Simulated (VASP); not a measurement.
Here is a VASP 6.6.1 calculation.

The input INCAR:

```
SYSTEM = Ge
PREC     = Accurate       ! precision mode
ENCUT    = 520            ! plane-wave cutoff, eV
EDIFF    = 1E-6           ! SCF threshold, eV
ISMEAR   = -1             ! smearing method
SIGMA    = 0.1            ! smearing width, eV
LREAL    = .False.        ! projectors in reciprocal space
LASPH    = .True.         ! aspherical terms in the spheres
NELM     = 100            ! most SCF steps
ALGO     = Normal         ! electronic algorithm
ISIF     = 2              ! what is computed and relaxed
LWAVE    = .False.        ! write WAVECAR
LCHARG   = .False.        ! write CHGCAR
GGA      = PE             ! functional
NBANDS   = 21             ! bands
```

KPOINTS

```
regular mesh
0
Gamma
  14 14 8
  0 0 0
```

The input POSCAR:

```
Ge
1.0
    2.6489630337      0.0000000000      0.0000000000
   -1.3244815168      2.2940692808      0.0000000000
    0.0000000000      0.0000000000      4.4615699096
Ge
2
Direct
    0.3333333333      0.6666666667      0.2500000000
    0.6666666667      0.3333333333      0.7500000000
```

Potentials or basis: VASP PAW PBE potentials, release 64 (Ge_d).

Command:

```sh
$ cat potpaw_PBE.64/Ge_d/POTCAR > POTCAR
$ mpirun -np 1 vasp_std > vasp.out
```

Task: Estimate the band gap on the k mesh.

Result: Zero (bands 14 and 15 overlap by 13.75 eV).

Task: Estimate the pressure.

Result: 50.4 GPa.

Stress tensor (GPa, compression positive):
```
50.51  0.00  0.00
 0.00 50.51  0.00
 0.00  0.00 50.31
```

Caveat: the cell stands under pressure.
